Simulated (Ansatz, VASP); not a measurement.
# SnSe2: VASP beside Ansatz

The input INCAR:

```
ALGO = Normal
EDIFF = 1E-7
ENCUT = 520
GGA = PS
ISIF = 2
ISMEAR = 0
LASPH = T
LCHARG = F
LREAL = F
LWAVE = F
NBANDS = 20
NELM = 60
PREC = Accurate
SIGMA = 0.02
```

File KPOINTS:

```
k-points
0
Gamma
  9 9 6
```

Contents of POSCAR:

```
SnSe2
1.0
    3.8976608939      0.0000000000      0.0000000000
   -1.9488304469      3.3754733494      0.0000000000
    0.0000000000      0.0000000000      6.1845003800
Sn Se
1 2
Direct
    0.0000000000      0.0000000000      0.0000000000
    0.3333333333      0.6666666667      0.2699567357
    0.6666666667      0.3333333333      0.7300432643
```

Input for Ansatz:

```yaml
crystal:
  lattice:
    - [3.8976608939, 0.0, 0.0]
    - [-1.9488304469, 3.3754733494, 0.0]
    - [0.0, 0.0, 6.18450038]
  atoms:
    - { symbol: Sn, position: [0.0, 0.0, 0.0] }
    - { symbol: Se, position: [0.3333333333, 0.6666666667, 0.2699567357] }
    - { symbol: Se, position: [0.6666666667, 0.3333333333, 0.7300432643] }
basis:
  ecutwfc: 420
kpoints:
  mp_grid: { grid: [9, 9, 6] }
hamiltonian:
  xc: pbesol
scf:
  occupations: { method: gaussian, width: 0.02 }
output:
  forces: true
  stress: true
  eigenvalues: true
```

Alike in both runs: task single point; functional PBEsol; k mesh 9 × 9 × 6; occupations gaussian, width 0.02 eV; no spin polarisation.

|  | VASP | Ansatz |
| --- | --- | --- |
| version | VASP 6.6.1 | Ansatz 0.2.0 |
| potentials or method | VASP PAW PBE potentials, release 64 (Sn_d, Se), cutoff 520 eV | scalar-relativistic, plane waves, PAW |
| valence electrons in the cell | 26 | 46 |

|  | VASP | Ansatz | Ansatz less VASP |
| --- | --- | --- | --- |
| gap on the k mesh at the Fermi level (eV) | 0.18 | 0.19 | +0.004 |
| least direct gap on the mesh (eV) | 0.66 | 0.67 | +0.008 |
| pressure (GPa) | -4.7 | -4.7 | -0.06 |
| traceless stress, the component that is largest in VASP (GPa) | -1.21 | -1.22 | -0.010 |
| rms of the force components (eV/Å) | 0.389 | 0.395 | +0.0068 |

VASP's potentials were made for PBE, not for PBEsol. Atom by atom the forces differ by 0.007 eV/Å (rms over components). VASP's potentials hold 26 valence electrons a cell and Ansatz's 46, so a difference there can come from the potentials and not from the codes.
